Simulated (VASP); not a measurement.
Set up this calculation in VASP 6.6.1, as the native input.

* Task: single point
* Functional: PBE
* Potentials or basis: VASP PAW PBE potentials, release 64 (Mg, O)
* Cutoff: 600 eV
* k mesh: 6 × 6 × 6
* Occupations: methfessel-paxton, width 0.5 eV
* Spin: no spin polarisation
* Dipole correction: no
* Further INCAR settings: ALGO = Normal; EDIFF = 1e-06; NBANDS = 11

The structure of MgO lies in POSCAR:

```
MgO
1.0
    2.6233491285      0.0000000000      0.0000000000
    0.0000000000      2.6233491285      0.0000000000
    0.0000000000      0.0000000000      2.6233491285
Mg O
1 1
Direct
    0.0000000000      0.0000000000      0.0000000000
    0.5000000000      0.5000000000      0.5000000000
```

The input as run:

INCAR

```
SYSTEM = MgO
PREC     = Accurate       ! precision mode
ENCUT    = 600            ! plane-wave cutoff, eV
EDIFF    = 1E-6           ! SCF threshold, eV
ISMEAR   = 1              ! smearing method
SIGMA    = 0.5            ! smearing width, eV
LREAL    = .False.        ! projectors in reciprocal space
LASPH    = .True.         ! aspherical terms in the spheres
NELM     = 120            ! most SCF steps
ALGO     = Normal         ! electronic algorithm
ISIF     = 2              ! what is computed and relaxed
LWAVE    = .False.        ! write WAVECAR
LCHARG   = .True.         ! write CHGCAR
GGA      = PE             ! functional
LELF     = .True.         ! ELF
LVHAR    = .True.       
NBANDS   = 11             ! bands
GGA_COMPAT= .False.
```

KPOINTS

```
regular mesh
0
Gamma
  6 6 6
  0 0 0
```

Potentials or basis: VASP PAW PBE potentials, release 64 (Mg, O).

Command:

```bash
$ cat potpaw_PBE.64/Mg/POTCAR potpaw_PBE.64/O/POTCAR > POTCAR
$ mpirun -np 1 vasp_std > vasp.out
```

Results of the run:

```yaml
Pressure: 5.2 GPa
Band_gap_on_the_k_mesh: 2.62 eV, indirect (least direct gap 3.64 eV)
```

Wall time 3.5 s on 1 thread of AMD EPYC 9R45 96-Core Processor (Zen 5) (shared host), peak memory 0.11 GiB.
